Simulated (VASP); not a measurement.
The system is Ce.

```xyz
1
Lattice="0.0000 2.2649 2.2649 2.2649 0.0000 2.2649 2.2649 2.2649 0.0000" Properties=species:S:1:pos:R:3 pbc="T T T"
Ce    0.0000    0.0000    0.0000
```

Base run:

| Property | Result |
| --- | --- |
| Program | VASP 6.6.1 |
| Functional | LDA |
| Potentials or basis | VASP PAW LDA potentials, release 64 (Ce) |
| Cutoff | 500 eV |
| k mesh | 12 × 12 × 12 |
| Occupations | fermi-dirac, width 0.1 eV |
| Spin | no spin polarisation |

Its results: band gap on the k mesh zero (bands 6 and 7 overlap by 0.31 eV); pressure -0.9 GPa.

Task: After a change of settings the same cell gave: band gap on the k mesh zero (bands 6 and 7 overlap by 0.13 eV); pressure -1.9 GPa. Which change was it?
A. occupations from fermi-dirac, width 0.1 eV to fermi-dirac, width 0.01 eV
B. k mesh from 12 × 12 × 12 to 10 × 10 × 10
C. k mesh from 12 × 12 × 12 to 4 × 4 × 4
D. k mesh from 12 × 12 × 12 to 7 × 7 × 7

Result: C.

Caveats: some runs use coarse meshes; spin-orbit coupling is left out, which moves the levels of the heavy elements; semilocal functionals describe open f shells poorly, which spoils levels, moments and volumes.
